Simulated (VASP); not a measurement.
# MgO (I4/mmm) in VASP: further runs

MgO is run at these levels: r2SCAN; tasks: single point.

All numbers are computed with VASP 6.6.1; they aren't measurements. Logs are shortened: lines on timing, memory, paths and dates and some standing lists are left out, and cuts for length are marked.

## Step 1: The cell of the first run

Symmetry: I4/mmm, No. 139, tetragonal system. Conventional cell: a = 2.943 Å, b = 2.943 Å, c = 4.231 Å, α = 90.00°, β = 90.00°, γ = 90.00°. Mg (site symmetry 4/mmm) has 6 O at 2.08 to 2.12 Å within 2.8 Å. O (site symmetry 4/mmm) has 6 Mg at 2.08 to 2.12 Å within 2.8 Å.

## Step 2: Single point, r2SCAN (epitaxial xy strain -1.0%)

POSCAR reads:

```
MgO
1.0
    0.0000000000      2.0811457413      2.1154270457
    2.0811457413      0.0000000000      2.1154270457
    2.0811457413      2.0811457413      0.0000000000
Mg O
1 1
Direct
    0.0000000000      0.0000000000      0.0000000000
    0.5000000000      0.5000000000      0.5000000000
```

INCAR.step1 reads:

```
SYSTEM = MgO
PREC = Accurate
ENCUT = 920
ISMEAR = 0
SIGMA = 0.01
LREAL = .FALSE.
LASPH = .TRUE.
NELM = 120
NBANDS = 15
GGA = PE
ALGO = Normal
EDIFF = 1E-5
LWAVE = .TRUE.
LCHARG = .FALSE.
GGA_COMPAT = .FALSE.
```

INCAR.step2 reads:

```
SYSTEM = MgO
PREC = Accurate
ENCUT = 920
EDIFF = 1E-6
ISMEAR = 0
SIGMA = 0.01
LREAL = .FALSE.
LASPH = .TRUE.
NELM = 120
ALGO = Normal
ISIF = 2
LWAVE = .FALSE.
LCHARG = .TRUE.
METAGGA = R2SCAN
LMIXTAU = .TRUE.
LELF = .TRUE.
LVHAR = .TRUE.
NBANDS = 15
ISTART = 1
GGA_COMPAT = .FALSE.
```

KPOINTS reads:

```
Automatic mesh
0
G
  10 10 10
  0 0 0
```

Potentials or basis: VASP PAW PBE potentials, release 64 (Mg_sv, O).

On the command line:

```console
$ cat potpaw_PBE.64/Mg_sv/POTCAR potpaw_PBE.64/O/POTCAR > POTCAR
$ cp INCAR.step1 INCAR
$ mpirun -np 1 vasp_std > vasp.out
$ cp INCAR.step2 INCAR
$ mpirun -np 1 vasp_std > vasp.out
```

OUTCAR:

```text
SYSTEM = MgO
   PREC = Accurate
   ENCUT = 920
   EDIFF = 1E-6
   ISMEAR = 0
   LREAL = .FALSE.
   LASPH = .TRUE.
   NELM = 120
   ISIF = 2
   METAGGA = R2SCAN
   ISTART = 1

 ion  position               nearest neighbor table
   1  0.000  0.000  0.000-   2 2.08   2 2.08   2 2.08   2 2.08   2 2.12   2 2.12
   2  0.500  0.500  0.500-   1 2.08   1 2.08   1 2.08   1 2.08   1 2.12   1 2.12

  LATTYP: Found a body centered tetragonal cell.
 ALAT       =     2.9431845326
 C/A-ratio  =     1.4375089447

  Lattice vectors:

 A1 = (  -2.0811457413,   0.0000000000,   2.1154270457)
 A2 = (   2.0811457413,   0.0000000000,   2.1154270457)
 A3 = (   0.0000000000,   2.0811457413,  -2.1154270457)

Analysis of symmetry for initial positions (statically):
=====================================================================
 Subroutine PRICEL returns:
 Original cell was already a primitive cell.

 Routine SETGRP: Setting up the symmetry group for a
 body centered tetragonal supercell.

 Subroutine GETGRP returns: Found 16 space group operations
 (whereof 16 operations were pure point group operations)
 out of a pool of 16 trial point group operations.

The static configuration has the point symmetry D_4h.

Analysis of symmetry for dynamics (positions and initial velocities):
=====================================================================
 Subroutine PRICEL returns:
 Original cell was already a primitive cell.

 Routine SETGRP: Setting up the symmetry group for a
 body centered tetragonal supercell.

 Subroutine GETGRP returns: Found 16 space group operations
 (whereof 16 operations were pure point group operations)
 out of a pool of 16 trial point group operations.

The dynamic configuration has the point symmetry D_4h.

 Subroutine INISYM returns: Found 16 space group operations
 (whereof 16 operations are pure point group operations),
 and found     1 'primitive' translations

----------------------------------------------------------------------------------------

                                     Primitive cell

  volume of cell :      18.3245

  direct lattice vectors                    reciprocal lattice vectors
     0.000000000  2.081145741  2.115427046    -0.240252276  0.240252276  0.236358895
     2.081145741  0.000000000  2.115427046     0.240252276 -0.240252276  0.236358895
     2.081145741  2.081145741  0.000000000     0.240252276  0.240252276 -0.236358895

  length of vectors
     2.967524083  2.967524083  2.943184533     0.413893512  0.413893512  0.413893512

  position of ions in fractional coordinates (direct lattice)
     0.000000000  0.000000000  0.000000000
     0.500000000  0.500000000  0.500000000

  ion indices of the primitive-cell ions
   primitive index   ion index
                 1           1
                 2           2

----------------------------------------------------------------------------------------

 KPOINTS: Automatic mesh

Automatic generation of k-mesh.
 Grid dimensions read from file:
 generate k-points for:   10   10   10

 Generating k-lattice:

  Cartesian coordinates                     Fractional coordinates (reciprocal lattice)
    -0.024025228  0.024025228  0.023635890     0.100000000  0.000000000  0.000000000
     0.024025228 -0.024025228  0.023635890     0.000000000  0.100000000  0.000000000
     0.024025228  0.024025228 -0.023635890     0.000000000  0.000000000  0.100000000

  Length of vectors
     0.041389351  0.041389351  0.041389351

  Shift w.r.t. Gamma in fractional coordinates (k-lattice)
     0.000000000  0.000000000  0.000000000

 Subroutine IBZKPT returns following result:
 ===========================================

 Found    102 irreducible k-points:

 Following reciprocal coordinates:
            Coordinates               Weight
  0.000000  0.000000  0.000000      1.000000
  0.100000 -0.000000  0.000000      8.000000
  0.200000 -0.000000  0.000000      8.000000
  0.300000 -0.000000  0.000000      8.000000
  0.400000 -0.000000  0.000000      8.000000
  0.500000  0.000000  0.000000      4.000000
[... 16 lines left out ...]
  0.300000  0.300000  0.000000      2.000000
  0.400000  0.300000  0.000000      8.000000
 [... further k-points ...]
   k-points           NKPTS =    102   k-points in BZ     NKDIM =    102   number of bands    NBANDS=     15
   number of dos      NEDOS =    301   number of ions     NIONS =      2
   total plane-waves  NPLWV =  27000
   dimension x,y,z NGX =    30 NGY =   30 NGZ =   30
   dimension x,y,z NGXF=    60 NGYF=   60 NGZF=   60
   ions per type =               1   1
   NGX,Y,Z   is equivalent  to a cutoff of  16.81, 16.81, 16.95 a.u.
   NGXF,Y,Z  is equivalent  to a cutoff of  33.61, 33.61, 33.89 a.u.
 SYSTEM =  MgO
   PREC   = accura    normal or accurate (medium, high low for compatibility)
   ISTART =      1    job   : 0-new  1-cont  2-samecut
   ICHARG =      0    charge: 1-file 2-atom 10-const
   ISPIN  =      1    spin polarized calculation?
   LNONCOLLINEAR =      F non collinear calculations
   LSORBIT =      F    spin-orbit coupling
   LASPH  =      T    aspherical Exc in radial PAW
   ENCUT  =  920.0 eV  67.62 Ry    8.22 a.u.   7.34  7.34  7.28*2*pi/ulx,y,z
   NELM   =    120;   NELMIN=  2; NELMDL=  0     # of ELM steps
   EDIFF  = 0.1E-05   stopping-criterion for ELM
   LREAL  =      F    real-space projection
   EDIFFG = 0.1E-04   stopping-criterion for IOM
   NSW    =      0    number of steps for IOM
   IBRION =     -1    ionic relax: 0-MD 1-quasi-New 2-CG
   NFREE  =      0    steps in history (QN), initial steepest desc. (CG)
   ISIF   =      2    stress and relaxation
   ISYM   =      2    0-nonsym 1-usesym 2-fastsym
   POTIM  = 0.5000    time-step for ionic-motion
   TEBEG  =    0.0;   TEEND  =   0.0 temperature during run
   PSTRESS=    0.0 pullay stress
   NELECT =      16.0000    total number of electrons
   NUPDOWN=      -1.0000    fix difference up-down
   EMIN   =  10.00;   EMAX   =-10.00  energy-range for DOS
   EFERMI =   0.00;   METHOD = LEGACY
   ISMEAR =     0;   SIGMA  =   0.01  broadening in eV -4-tet -1-fermi 0-gaus
   EFERMI_NEDOS =   21; number of points for ismear=-14 and -15
   IALGO  =     38    algorithm
   IMIX   =      4    mixing-type and parameters
     AMIX     =   0.40;   BMIX     =  1.00
     AMIX_MAG =   1.60;   BMIX_MAG =  1.00
  volume/ion in A,a.u.               =       9.16        61.83
  Fermi-wavevector in a.u.,A,eV,Ry     =   1.564722  2.956896 33.311885  2.448354
  Thomas-Fermi vector in A             =   2.667304
   LORBIT       =      0    0 simple, 1 ext, 2 COOP (PROOUT), +10 PAW based schemes
   METAGGA = R2SCAN    functional components
   LHFCALC =     F    Hartree Fock is set to
   AEXX    =    0.0000 exact exchange contribution
   IVDW    =     0    specifies the selected vdW correction
   LEPSILON=     F    determine dielectric tensor
   LRPA    =     F    only Hartree local field effects (RPA)
 non-spin polarized calculation
 Gauss-broadening in eV      SIGMA  =   0.01
  energy-cutoff  :      920.00
  volume of cell :       18.32
 maximum number of plane-waves:      1179
 NGX is ok and might be reduce to    30
   NGX = 15   NGY = 15   NGZ = 15

 number of electron      16.0000003 magnetization

 Free energy of the ion-electron system (eV)
  ---------------------------------------------------
  ext. energy  EPLUGINS =         0.00000000
  ---------------------------------------------------
  free energy    TOTEN  =       -16.14908740 eV

  energy without entropy =      -16.14908740  energy(sigma->0) =      -16.14908740

 E-fermi :   2.8834     XC(G=0): -12.1485

 val. band max:        2.6632001680   @ k =   0.0000   0.0000   0.0000
 cond. band min:       8.4816228326   @ k =   0.0000   0.0000   0.0000
 fundamental gap:      5.8184226646
 Fermi energy:         2.8834091652

 k-point     1 :       0.0000    0.0000    0.0000
  band No.  band energies     occupation
      1     -72.2558      2.00000
      2     -37.3481      2.00000
      3     -37.3368      2.00000
      4     -37.3368      2.00000
      5     -15.6450      2.00000
      6       2.6303      2.00000
      7       2.6303      2.00000
      8       2.6632      2.00000
      9       8.4816      0.00000
     10      19.5033      0.00000
     11      19.6809      0.00000
     12      19.6809      0.00000
     13      23.7852      0.00000
     14      25.3594      0.00000
     15      25.9129      0.00000

 k-point     2 :       0.1000   -0.0000    0.0000
  band No.  band energies     occupation
      1     -72.2549      2.00000
      2     -37.3529      2.00000
      3     -37.3418      2.00000
      4     -37.3375      2.00000
      5     -15.5344      2.00000
      6       2.0101      2.00000
      7       2.5616      2.00000
      8       2.5775      2.00000
      9       9.0937      0.00000
     10      18.3666      0.00000
     11      19.8197      0.00000
     12      19.9462      0.00000
     13      24.7211      0.00000
     14      25.2150      0.00000
     15      25.5315      0.00000

 k-point     3 :       0.2000   -0.0000    0.0000
  band No.  band energies     occupation
      1     -72.2527      2.00000
      2     -37.3736      2.00000
      3     -37.3469      2.00000
      4     -37.3394      2.00000
      5     -15.2315      2.00000
      6       0.6792      2.00000
      7       2.3867      2.00000
      8       2.3873      2.00000
      9      10.3034      0.00000
     10      16.8612      0.00000
     11      20.3384      0.00000
     12      20.5262      0.00000
     13      24.1051      0.00000
     14      24.4708      0.00000
     15      26.8118      0.00000
[... 343 lines left out ...]
 k-point    23 :       0.3000    0.3000    0.0000
  band No.  band energies     occupation
      1     -72.2482      2.00000
      2     -37.3996      2.00000
      3     -37.3554      2.00000
      4     -37.3554      2.00000
      5     -14.6626      2.00000
      6      -0.5482      2.00000
      7       1.7057      2.00000
      8       1.7057      2.00000
      9      12.7402      0.00000
     10      14.1612      0.00000
     11      18.3811      0.00000
     12      22.2522      0.00000
     13      22.2522      0.00000
     14      28.6032      0.00000
     15      31.8745      0.00000

 k-point    24 :       0.4000    0.3000    0.0000
  band No.  band energies     occupation
      1     -72.2465      2.00000
      2     -37.4099      2.00000
      3     -37.3620      2.00000
      4     -37.3584      2.00000
      5     -14.4189      2.00000
      6      -0.9931      2.00000
      7       1.3276      2.00000
      8       1.5576      2.00000
      9      13.4727      0.00000
     10      13.9748      0.00000
     11      17.5507      0.00000
     12      22.5797      0.00000
     13      22.7704      0.00000
     14      29.3767      0.00000
     15      31.4295      0.00000

 [... further k-points ...]

------------------------ aborting loop because EDIFF is reached ----------------------------------------

  FORCE on cell =-STRESS in cart. coord.  units (eV):
  Direction    XX          YY          ZZ          XY          YZ          ZX
  --------------------------------------------------------------------------------------
  -------------------------------------------------------------------------------------
  Total        0.4904339      0.4904339      0.0466181      0.0000000     -0.0000000     -0.0000000
  in kB       42.8803183     42.8803183      4.0759810      0.0000000     -0.0000000     -0.0000000
  external PRESSURE =      29.9455392 kB  Pullay stress =       0.0000000 kB

 VOLUME and BASIS-vectors are now :
 -----------------------------------------------------------------------------
  energy-cutoff  :      920.00
  volume of cell :       18.32
      direct lattice vectors                 reciprocal lattice vectors
     0.000000000  2.081145741  2.115427046    -0.240252276  0.240252276  0.236358895
     2.081145741  0.000000000  2.115427046     0.240252276 -0.240252276  0.236358895
     2.081145741  2.081145741  0.000000000     0.240252276  0.240252276 -0.236358895

 POSITION                                       TOTAL-FORCE (eV/Angst)
 -----------------------------------------------------------------------------------
      0.00000      0.00000      0.00000        -0.000000      0.000000      0.000000
      2.08115      2.08115      2.11543         0.000000     -0.000000     -0.000000
 -----------------------------------------------------------------------------------
    total drift:                                0.000000      0.000000      0.000000

  FREE ENERGIE OF THE ION-ELECTRON SYSTEM (eV)
  ---------------------------------------------------
  free  energy   TOTEN  =       -16.1490874033 eV

  energy  without entropy=      -16.1490874033  energy(sigma->0) =      -16.14908740
```

Wall time 4.2 min (1 thread of Intel Xeon 6975P-C (Granite Rapids), shared host); peak memory 0.21 GiB.

Results:

* Free energy: -16.1491 eV
* Pressure: 3.0 GPa
* Band gap on the k mesh: 5.82 eV

Stress tensor (GPa, compression positive):
```
4.29 0.00 0.00
0.00 4.29 0.00
0.00 0.00 0.41
```

Levels at points of the mesh, in eV from the valence-band top:
```csv
k point,band 6,band 7,band 8,band 9,band 10,band 11
"(0.00, 0.00, 0.00)",-0.03,-0.03,0.00,5.82,16.84,17.02
"(0.50, 0.00, 0.00)",-4.71,-0.74,-0.70,8.94,14.05,17.51
"(0.50, 0.50, 0.00)",-4.21,-1.37,-1.37,10.17,11.37,14.36
"(0.50, 0.00, 0.50)",-4.15,-1.49,-1.39,9.99,11.34,14.58
```

Caveat: the cell differs from its parent crystal (epitaxial xy strain -1.0%); the PAW data sets were made with another functional, which shifts forces and pressure a little.

## Step 3: Single point, r2SCAN (epitaxial xy strain -3.0%)

POSCAR reads:

```
MgO
1.0
    0.0000000000      2.0391023930      2.1440878316
    2.0391023930      0.0000000000      2.1440878316
    2.0391023930      2.0391023930      0.0000000000
Mg O
1 1
Direct
    0.0000000000      0.0000000000      0.0000000000
    0.5000000000      0.5000000000      0.5000000000
```

INCAR.step1 reads:

```
SYSTEM = MgO
PREC     = Accurate       ! precision mode
ENCUT    = 920            ! plane-wave cutoff, eV
ISMEAR   = 0              ! smearing method
SIGMA    = 0.01           ! smearing width, eV
LREAL    = .False.        ! projectors in reciprocal space
LASPH    = .True.         ! aspherical terms in the spheres
NELM     = 120            ! most SCF steps
NBANDS   = 15             ! bands
GGA      = PE             ! functional
ALGO     = Normal         ! electronic algorithm
EDIFF    = 1E-5           ! SCF threshold, eV
LWAVE    = .True.         ! write WAVECAR
LCHARG   = .False.        ! write CHGCAR
GGA_COMPAT= .False.
```

INCAR.step2 reads:

```
SYSTEM = MgO
PREC     = Accurate       ! precision mode
ENCUT    = 920            ! plane-wave cutoff, eV
EDIFF    = 1E-6           ! SCF threshold, eV
ISMEAR   = 0              ! smearing method
SIGMA    = 0.01           ! smearing width, eV
LREAL    = .False.        ! projectors in reciprocal space
LASPH    = .True.         ! aspherical terms in the spheres
NELM     = 120            ! most SCF steps
ALGO     = Normal         ! electronic algorithm
ISIF     = 2              ! what is computed and relaxed
LWAVE    = .False.        ! write WAVECAR
LCHARG   = .False.        ! write CHGCAR
METAGGA  = R2SCAN         ! meta-GGA
LMIXTAU  = .True.       
NBANDS   = 15             ! bands
ISTART   = 1            
GGA_COMPAT= .False.
```

KPOINTS reads:

```
Automatic mesh
0
Gamma
  10 10 10
  0 0 0
```

Potentials or basis: VASP PAW PBE potentials, release 64 (Mg_sv, O).

On the command line:

```console
$ cat potpaw_PBE.64/Mg_sv/POTCAR potpaw_PBE.64/O/POTCAR > POTCAR
$ cp INCAR.step1 INCAR
$ mpirun -np 1 vasp_std > vasp.out
$ cp INCAR.step2 INCAR
$ mpirun -np 1 vasp_std > vasp.out
```

It took 4.3 min on 1 thread of Intel Xeon 6975P-C (Granite Rapids), shared host; peak memory 0.21 GiB.

It converged, with:

| Quantity | Value |
| --- | --- |
| Free energy | -16.1087 eV |
| Pressure | 9.0 GPa |
| Band gap on the k mesh | 6.05 eV |

Stress tensor (GPa, compression positive):
```
13.35  0.00  0.00
 0.00 13.35  0.00
 0.00  0.00  0.38
```

Levels at points of the mesh, in eV from the valence-band top:
```csv
k point,band 5,band 6,band 7,band 8,band 9,band 10,band 11,band 12
"(0.00, 0.00, 0.00)",-18.49,-0.09,-0.09,0.00,6.05,16.74,17.30,17.30
"(0.50, 0.00, 0.00)",-17.08,-4.86,-0.85,-0.73,9.07,14.32,17.44,18.58
"(0.50, 0.50, 0.00)",-16.97,-4.44,-1.33,-1.33,10.43,11.74,14.34,21.57
"(0.50, 0.00, 0.50)",-16.82,-4.25,-1.72,-1.40,9.90,11.60,15.01,20.45
```

Caveat: the cell differs from its parent crystal (epitaxial xy strain -3.0%); the stress differs along the axes, from 0 to 13 GPa; the PAW data sets were made with another functional, which shifts forces and pressure a little.
